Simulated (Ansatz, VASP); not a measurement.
# Sb in VASP and in Ansatz

```
CELL_PARAMETERS angstrom
3.35453 0.00000 0.00000
-1.67727 2.90511 0.00000
0.00000 0.00000 5.47016
ATOMIC_POSITIONS crystal
Sb 0.66667 0.33333 0.75000
Sb 0.33333 0.66667 0.25000
```

Alike in both runs: task single point; functional PBE; k mesh 9 × 9 × 5; occupations gaussian, width 0.012 eV; no spin polarisation.

|  | VASP | Ansatz |
| --- | --- | --- |
| version | VASP 6.6.1 | Ansatz 0.2.0 |
| potentials or method | VASP PAW PBE potentials, release 64 (Sb) | Ansatz PAW |
| plane-wave cutoff (eV) | 520 | 420 |
| valence electrons in the cell | 10 | 30 |

Ansatz gave:

* gap on the k mesh at the Fermi level (eV): none
* pressure (GPa): 1.5
* traceless stress, the component that is largest in VASP (GPa): 0.52

Task: Which values does VASP return?

Result: gap on the k mesh at the Fermi level (eV): none; pressure (GPa): 1.4; traceless stress, the component that is largest in VASP (GPa): 0.56.

A gap of «none» marks a metal or a gap that the smearing closes. VASP's potentials hold 10 valence electrons a cell and Ansatz's 30, so a difference there can come from the potentials and not from the codes.

Spin-orbit coupling is off throughout.
